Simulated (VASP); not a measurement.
# V (Im-3m) in VASP: a series of runs

The runs below take V through single point, with PBE.

All numbers are computed with VASP 6.6.1; they aren't measurements. Logs are shortened: lines on timing, memory, paths and dates and some standing lists are left out, and cuts for length are marked.

### 1 The cell of the first run

It takes space group Im-3m (No. 229, cubic). The conventional cell has a = 2.967 Å, b = 2.967 Å, c = 2.967 Å, α = 90.00°, β = 90.00°, γ = 90.00°. Within 3.4 Å of V (site symmetry m-3m) lie 14 V at 2.57 to 2.97 Å.

### 2 Single point, PBE, collinear spin, ferromagnetic start

The input, INCAR:

```
  PREC = Accurate
  ENCUT = 520
  EDIFF = 1E-6
  ISMEAR = -1
  SIGMA = 0.05
  LREAL = False
  LASPH = True
  NELM = 150
  ALGO = Fast
  ISIF = 2
  LWAVE = False
  LCHARG = True
  ISPIN = 2
  MAGMOM = 2
  LORBIT = 11
  LMAXMIX = 4
  GGA = PE
  LELF = True
  LVHAR = True
  NBANDS = 16
```

The input, KPOINTS:

```
regular mesh
0
Gamma
  12 12 12
```

The input, POSCAR:

```
V
1.0
   -1.4834362237      1.4834362237      1.4834362237
    1.4834362237     -1.4834362237      1.4834362237
    1.4834362237      1.4834362237     -1.4834362237
V
1
Direct
    0.0000000000      0.0000000000      0.0000000000
```

Potentials or basis: VASP PAW PBE potentials, release 64 (V_sv).

Run with:

```bash
cat potpaw_PBE.64/V_sv/POTCAR > POTCAR
mpirun -np 1 vasp_std > vasp.out
```

OUTCAR:

```text
PREC = Accurate
   ENCUT = 520
   EDIFF = 1E-6
   ISMEAR = -1
   LREAL = False
   LASPH = True
   NELM = 150
   ISIF = 2
   ISPIN = 2
   LORBIT = 11
   GGA = PE

 ion  position               nearest neighbor table
   1  0.000  0.000  0.000-

  LATTYP: Found a body centered cubic cell.
 ALAT       =     2.9668724474

  Lattice vectors:

 A1 = (  -1.4834362237,   1.4834362237,   1.4834362237)
 A2 = (   1.4834362237,  -1.4834362237,   1.4834362237)
 A3 = (   1.4834362237,   1.4834362237,  -1.4834362237)

Analysis of symmetry for initial positions (statically):
=====================================================================
 Subroutine PRICEL returns:
 Original cell was already a primitive cell.

 Routine SETGRP: Setting up the symmetry group for a
 body centered cubic supercell.

 Subroutine GETGRP returns: Found 48 space group operations
 (whereof 48 operations were pure point group operations)
 out of a pool of 48 trial point group operations.

The static configuration has the point symmetry O_h .

Analysis of symmetry for dynamics (positions and initial velocities):
=====================================================================
 Subroutine PRICEL returns:
 Original cell was already a primitive cell.

 Routine SETGRP: Setting up the symmetry group for a
 body centered cubic supercell.

 Subroutine GETGRP returns: Found 48 space group operations
 (whereof 48 operations were pure point group operations)
 out of a pool of 48 trial point group operations.

The dynamic configuration has the point symmetry O_h .

Analysis of structural, dynamic, and magnetic symmetry:
=====================================================================
 Subroutine PRICEL returns:
 Original cell was already a primitive cell.

 Routine SETGRP: Setting up the symmetry group for a
 body centered cubic supercell.

 Subroutine GETGRP returns: Found 48 space group operations
 (whereof 48 operations were pure point group operations)
 out of a pool of 48 trial point group operations.

The overall configuration has the point symmetry O_h .

 Subroutine INISYM returns: Found 48 space group operations
 (whereof 48 operations are pure point group operations),
 and found     1 'primitive' translations

----------------------------------------------------------------------------------------

                                     Primitive cell

  volume of cell :      13.0577

  direct lattice vectors                    reciprocal lattice vectors
    -1.483436224  1.483436224  1.483436224     0.000000000  0.337055272  0.337055272
     1.483436224 -1.483436224  1.483436224     0.337055272  0.000000000  0.337055272
     1.483436224  1.483436224 -1.483436224     0.337055272  0.337055272  0.000000000

  length of vectors
     2.569386909  2.569386909  2.569386909     0.476668137  0.476668137  0.476668137

  position of ions in fractional coordinates (direct lattice)
     0.000000000  0.000000000  0.000000000

  ion indices of the primitive-cell ions
   primitive index   ion index
                 1           1

----------------------------------------------------------------------------------------

 KPOINTS: regular mesh

Automatic generation of k-mesh.
 Grid dimensions read from file:
 generate k-points for:   12   12   12

 Generating k-lattice:

  Cartesian coordinates                     Fractional coordinates (reciprocal lattice)
     0.000000000  0.028087939  0.028087939     0.083333333  0.000000000  0.000000000
     0.028087939  0.000000000  0.028087939     0.000000000  0.083333333  0.000000000
     0.028087939  0.028087939  0.000000000     0.000000000  0.000000000  0.083333333

  Length of vectors
     0.039722345  0.039722345  0.039722345

  Shift w.r.t. Gamma in fractional coordinates (k-lattice)
     0.000000000  0.000000000  0.000000000

 Subroutine IBZKPT returns following result:
 ===========================================

 Found     72 irreducible k-points:

 Following reciprocal coordinates:
            Coordinates               Weight
  0.000000  0.000000  0.000000      1.000000
  0.083333  0.000000  0.000000     12.000000
  0.166667  0.000000  0.000000     12.000000
  0.250000  0.000000  0.000000     12.000000
  0.333333  0.000000  0.000000     12.000000
  0.416667  0.000000  0.000000     12.000000
[... 16 lines left out ...]
  0.333333  0.083333  0.083333     24.000000
  0.416667  0.083333  0.083333     12.000000
 [... further k-points ...]
   k-points           NKPTS =     72   k-points in BZ     NKDIM =     72   number of bands    NBANDS=     16
   number of dos      NEDOS =    301   number of ions     NIONS =      1
   total plane-waves  NPLWV =   8000
   dimension x,y,z NGX =    20 NGY =   20 NGZ =   20
   dimension x,y,z NGXF=    40 NGYF=   40 NGZF=   40
   ions per type =               1
   NGX,Y,Z   is equivalent  to a cutoff of  12.94, 12.94, 12.94 a.u.
   NGXF,Y,Z  is equivalent  to a cutoff of  25.88, 25.88, 25.88 a.u.
 SYSTEM =  unknown system
[... 105 lines left out ...]
     15      37.2696      0.00000
     16      37.8759      0.00000
[... 324 lines left out ...]
 k-point    22 :       0.2500    0.0833    0.0833
  band No.  band energies     occupation
      1     -53.3977      1.00000
      2     -27.5821      1.00000
      3     -27.0647      1.00000
      4     -26.8886      1.00000
      5       7.0446      1.00000
      6       9.1322      1.00000
[... 8 lines left out ...]
     15      40.0306      0.00000
     16      40.9367      0.00000

 k-point    23 :       0.3333    0.0833    0.0833
  band No.  band energies     occupation
      1     -53.3610      1.00000
      2     -27.7047      1.00000
      3     -27.1472      1.00000
      4     -26.8942      1.00000
      5       7.3012      1.00000
      6       8.9045      1.00000
[... 8 lines left out ...]
     15      39.8547      0.00000
     16      40.9258      0.00000

 k-point    24 :       0.4167    0.0833    0.0833
  band No.  band energies     occupation
      1     -53.3474      1.00000
      2     -27.7482      1.00000
      3     -27.1784      1.00000
      4     -26.8962      1.00000
      5       7.2919      1.00000
      6       8.8261      1.00000
[... 8 lines left out ...]
     15      40.1767      0.00000
     16      40.2064      0.00000

 [... further k-points ...]

 spin component 2

 k-point     1 :       0.0000    0.0000    0.0000
  band No.  band energies     occupation
      1     -53.5746      1.00000
      2     -26.8230      1.00000
      3     -26.8230      1.00000
      4     -26.8230      1.00000
      5       3.4484      1.00000
      6      10.5245      0.00018
[... 8 lines left out ...]
     15      38.1567      0.00000
     16      42.7143      0.00000

 k-point     2 :       0.0833    0.0000    0.0000
  band No.  band energies     occupation
      1     -53.5599      1.00000
      2     -26.8925      1.00000
      3     -26.8441      1.00000
      4     -26.8235      1.00000
      5       3.7355      1.00000
      6      10.4008      0.00219
[... 8 lines left out ...]
     15      38.6299      0.00000
     16      40.3585      0.00000

 k-point     3 :       0.1667    0.0000    0.0000
  band No.  band energies     occupation
      1     -53.5195      1.00000
      2     -27.0800      1.00000
      3     -26.9013      1.00000
      4     -26.8250      1.00000
      5       4.5374      1.00000
      6      10.0768      0.58853
[... 8 lines left out ...]
     15      37.5840      0.00000
     16      38.1465      0.00000

 k-point     4 :       0.2500    0.0000    0.0000
  band No.  band energies     occupation
      1     -53.4638      1.00000
      2     -27.3307      1.00000
      3     -26.9786      1.00000
      4     -26.8271      1.00000
      5       5.6362      1.00000
      6       9.6630      0.99982
[... 8 lines left out ...]
     15      37.2706      0.00000
     16      37.8767      0.00000
[... 324 lines left out ...]
 k-point    22 :       0.2500    0.0833    0.0833
  band No.  band energies     occupation
      1     -53.3968      1.00000
      2     -27.5811      1.00000
      3     -27.0638      1.00000
      4     -26.8877      1.00000
      5       7.0455      1.00000
      6       9.1331      1.00000
[... 8 lines left out ...]
     15      40.0347      0.00000
     16      40.9376      0.00000

 k-point    23 :       0.3333    0.0833    0.0833
  band No.  band energies     occupation
      1     -53.3600      1.00000
      2     -27.7038      1.00000
      3     -27.1463      1.00000
      4     -26.8932      1.00000
      5       7.3021      1.00000
      6       8.9055      1.00000
[... 8 lines left out ...]
     15      39.8555      0.00000
     16      40.9266      0.00000

 k-point    24 :       0.4167    0.0833    0.0833
  band No.  band energies     occupation
      1     -53.3465      1.00000
      2     -27.7472      1.00000
      3     -27.1775      1.00000
      4     -26.8952      1.00000
      5       7.2928      1.00000
      6       8.8271      1.00000
[... 8 lines left out ...]
     15      40.1775      0.00000
     16      40.2073      0.00000

 [... further k-points ...]
[... 5 lines left out ...]
  --------------------------------------------------------------------------------------
  -------------------------------------------------------------------------------------
  Total        0.4886478      0.4886478      0.4886478      0.0000000     -0.0000000      0.0000000
  in kB       59.9569958     59.9569958     59.9569958      0.0000000     -0.0000000      0.0000000
  external PRESSURE =      59.9569958 kB  Pullay stress =       0.0000000 kB

 VOLUME and BASIS-vectors are now :
 -----------------------------------------------------------------------------
  energy-cutoff  :      520.00
  volume of cell :       13.06
      direct lattice vectors                 reciprocal lattice vectors
    -1.483436224  1.483436224  1.483436224     0.000000000  0.337055272  0.337055272
     1.483436224 -1.483436224  1.483436224     0.337055272  0.000000000  0.337055272
     1.483436224  1.483436224 -1.483436224     0.337055272  0.337055272  0.000000000

 POSITION                                       TOTAL-FORCE (eV/Angst)
 -----------------------------------------------------------------------------------
      0.00000      0.00000      0.00000        -0.000000      0.000000     -0.000000
 -----------------------------------------------------------------------------------
    total drift:                               -0.000000     -0.000000      0.000000

  FREE ENERGIE OF THE ION-ELECTRON SYSTEM (eV)
  ---------------------------------------------------
  free  energy   TOTEN  =        -8.9861436858 eV

  energy  without entropy=       -8.9682793124  energy(sigma->0) =       -8.97721150

 total charge

# of ion       s       p       d       tot
------------------------------------------
    1        2.350   6.231   3.127  11.708

 magnetization (x)

# of ion       s       p       d       tot
------------------------------------------
    1        0.000   0.000   0.001   0.001
```

It took 43 s on 1 thread of Intel Xeon Platinum 8259CL at 2.50GHz (Skylake/Cascade Lake), shared host; peak memory 0.14 GiB.

What came out:

```
Free energy                                           : -8.9861 eV
Pressure                                              : 6.0 GPa
Net moment                                            : 0.00 μB per cell
Valence electrons inside the program's atomic spheres : V 11.71
```

### 3 Single point, PBE, collinear spin, ferromagnetic start

This run uses another cell than the first one, of 13.34 Å³/atom, 1.021 times its volume.

The input, INCAR:

```
SYSTEM = V
PREC = Accurate
ENCUT = 520
EDIFF = 1E-6
ISMEAR = -1
SIGMA = 0.05
LREAL = .FALSE.
LASPH = .TRUE.
NELM = 150
ALGO = Normal
ISIF = 2
LWAVE = .FALSE.
LCHARG = .TRUE.
ISPIN = 2
MAGMOM = 2
LORBIT = 11
LMAXMIX = 4
GGA = PE
LELF = .TRUE.
LVHAR = .TRUE.
NBANDS = 16
```

The input, KPOINTS:

```
regular mesh
0
G
  12 12 12
  0 0 0
```

The input, POSCAR:

```
V
1.0
   -1.4938833019      1.4938833019      1.4938833019
    1.4938833019     -1.4938833019      1.4938833019
    1.4938833019      1.4938833019     -1.4938833019
V
1
Direct
    0.0000000000      0.0000000000      0.0000000000
```

Potentials or basis: VASP PAW PBE potentials, release 64 (V_sv).

Run with:

```bash
cat potpaw_PBE.64/V_sv/POTCAR > POTCAR
mpirun -np 1 vasp_std > vasp.out
```

Run time: 44 s. Hardware: 1 thread of Intel Xeon Platinum 8259CL at 2.50GHz (Skylake/Cascade Lake), shared host; peak memory 0.14 GiB.

It converged, with:

```yaml
Free_energy: -8.9931 eV
Pressure: 1.9 GPa
Net_moment: 0.00 μB per cell
Valence_electrons_inside_the_program's_atomic_spheres: V 11.67
```

Levels at points of the mesh, in eV from the Fermi level:
Spin up:
```
           k point  band 2  band 3  band 4  band 5  band 6  band 7  band 8  band 9  band 10  band 11
(0.00, 0.00, 0.00)  -36.98  -36.98  -36.98   -6.60    0.42    0.42    0.42    2.46     2.46    20.57
(0.50, 0.00, 0.00)  -37.91  -37.27  -36.99   -3.20   -1.14    1.68    2.46    2.83     4.18    10.31
(0.50, 0.50, 0.50)  -37.61  -37.61  -37.61   -3.03   -3.03    3.78    3.78    3.78    10.31    10.31
```
Spin down:
```csv
k point,band 3,band 4,band 5,band 6,band 7,band 8,band 9,band 10
"(0.00, 0.00, 0.00)",-36.98,-36.98,-6.60,0.43,0.43,0.43,2.46,2.46
"(0.50, 0.00, 0.00)",-37.27,-36.99,-3.20,-1.14,1.68,2.46,2.83,4.18
"(0.50, 0.50, 0.50)",-37.61,-37.61,-3.03,-3.03,3.78,3.78,3.78,10.31
```

### 4 Single point, PBE, collinear spin, ferromagnetic start

This run uses another cell than the first one, of 13.61 Å³/atom, 1.043 times its volume.

The input, INCAR:

```
SYSTEM = V
PREC = Accurate
ENCUT = 520
EDIFF = 1E-6
ISMEAR = -1
SIGMA = 0.05
LREAL = .FALSE.
LASPH = .TRUE.
NELM = 150
ALGO = Fast
ISIF = 2
LWAVE = .FALSE.
LCHARG = .FALSE.
ISPIN = 2
MAGMOM = 2
LORBIT = 11
LMAXMIX = 4
GGA = PE
NBANDS = 16
```

KPOINTS is that of step 3.

The input, POSCAR:

```
V
1.0
   -1.5041862709      1.5041862709      1.5041862709
    1.5041862709     -1.5041862709      1.5041862709
    1.5041862709      1.5041862709     -1.5041862709
V
1
Direct
    0.0000000000      0.0000000000      0.0000000000
```

Run with:

```bash
cat potpaw_PBE.64/V_sv/POTCAR > POTCAR
mpirun -np 1 vasp_std > vasp.out
```

Run time: 44 s. Hardware: 1 thread of Intel Xeon Platinum 8259CL at 2.50GHz (Skylake/Cascade Lake), shared host; peak memory 0.14 GiB.

It converged, with:

```
Free energy                                           : -8.9933 eV
Pressure                                              : -1.8 GPa
Net moment                                            : 0.00 μB per cell
Valence electrons inside the program's atomic spheres : V 11.63
```

Levels at points of the mesh, in eV from the Fermi level:
Spin up:
```tsv
k point	band 2	band 3	band 4	band 5	band 6	band 7	band 8	band 9	band 10	band 11
(0.00, 0.00, 0.00)	-37.04	-37.04	-37.04	-6.56	0.42	0.42	0.42	2.40	2.40	20.41
(0.50, 0.00, 0.00)	-37.91	-37.31	-37.05	-3.13	-1.10	1.61	2.40	2.75	4.07	10.05
(0.50, 0.50, 0.50)	-37.63	-37.63	-37.63	-2.94	-2.94	3.68	3.68	3.68	10.11	10.11
```
Spin down:
| k point | band 2 | band 3 | band 4 | band 5 | band 6 | band 7 | band 8 | band 9 | band 10 | band 11 |
| --- | --- | --- | --- | --- | --- | --- | --- | --- | --- | --- |
| (0.00, 0.00, 0.00) | -37.04 | -37.04 | -37.04 | -6.56 | 0.42 | 0.42 | 0.42 | 2.40 | 2.40 | 20.41 |
| (0.50, 0.00, 0.00) | -37.91 | -37.31 | -37.05 | -3.13 | -1.10 | 1.61 | 2.40 | 2.76 | 4.07 | 10.05 |
| (0.50, 0.50, 0.50) | -37.63 | -37.63 | -37.63 | -2.93 | -2.93 | 3.68 | 3.68 | 3.68 | 10.11 | 10.11 |

### 5 Single point, PBE, collinear spin, ferromagnetic start

This run uses another cell than the first one, of 13.89 Å³/atom, 1.064 times its volume.

The input, INCAR:

```
ALGO = Fast ; EDIFF = 1E-7
ENCUT = 520 ; GGA = PE
ISIF = 2 ; ISMEAR = -1
ISPIN = 2 ; LASPH = True
LCHARG = True ; LELF = True
LMAXMIX = 4 ; LORBIT = 11
LREAL = False ; LVHAR = True
LWAVE = False ; MAGMOM = 2
NBANDS = 16 ; NELM = 150
PREC = Accurate ; SIGMA = 0.05
```

The input, KPOINTS:

```
k-points
0
Gamma
  12 12 12
```

The input, POSCAR:

```
V
1.0
   -1.5143500000      1.5143500000      1.5143500000
    1.5143500000     -1.5143500000      1.5143500000
    1.5143500000      1.5143500000     -1.5143500000
V
1
Direct
    0.0000000000      0.0000000000      0.0000000000
```

Run with:

```bash
cat potpaw_PBE.64/V_sv/POTCAR > POTCAR
mpirun -np 1 vasp_std > vasp.out
```

It took 53 s on 1 thread of Intel Xeon Platinum 8259CL at 2.50GHz (Skylake/Cascade Lake), shared host; peak memory 0.14 GiB.

Results (log left out):

| Property | Result |
| --- | --- |
| Free energy | -8.9873 eV |
| Pressure | -5.2 GPa |
| Net moment | 0.00 μB per cell |
| Valence electrons inside the program's atomic spheres | V 11.60 |

Levels at points of the mesh, in eV from the Fermi level:
Spin up:
```
           k point  band 3  band 4  band 5  band 6  band 7  band 8  band 9  band 10
(0.00, 0.00, 0.00)  -37.10  -37.10   -6.51    0.41    0.41    0.41    2.35     2.35
(0.50, 0.00, 0.00)  -37.35  -37.10   -3.06   -1.06    1.54    2.34    2.69     3.96
(0.50, 0.50, 0.50)  -37.66  -37.66   -2.85   -2.85    3.58    3.58    3.58     9.92
```
Spin down:
```
           k point  band 2  band 3  band 4  band 5  band 6  band 7  band 8  band 9  band 10  band 11
(0.00, 0.00, 0.00)  -37.10  -37.10  -37.10   -6.51    0.41    0.41    0.41    2.35     2.35    20.25
(0.50, 0.00, 0.00)  -37.91  -37.35  -37.10   -3.06   -1.06    1.54    2.34    2.69     3.96     9.80
(0.50, 0.50, 0.50)  -37.66  -37.66  -37.66   -2.85   -2.85    3.58    3.58    3.58     9.92     9.92
```

### 6 The runs side by side

```tsv
cell	gap on the mesh (eV)	pressure (GPa)	moment (μB)
a = 2.569 Å, angles 109.5°, 1 atom	none	6.0	0.00
a = 2.587 Å, angles 109.5°, 1 atom	none	1.9	0.00
a = 2.605 Å, angles 109.5°, 1 atom	none	-1.8	0.00
a = 2.623 Å, angles 109.5°, 1 atom	none	-5.2	0.00
```

Alike in all rows: task single point; level PBE; potentials or basis VASP PAW PBE potentials, release 64 (V_sv); spin collinear, ferromagnetic start; k mesh 12 × 12 × 12; cutoff (eV) 520; smearing fermi-dirac 0.05 eV.

Total energies depend on the potentials used, so only differences within one code and one set of settings carry meaning.
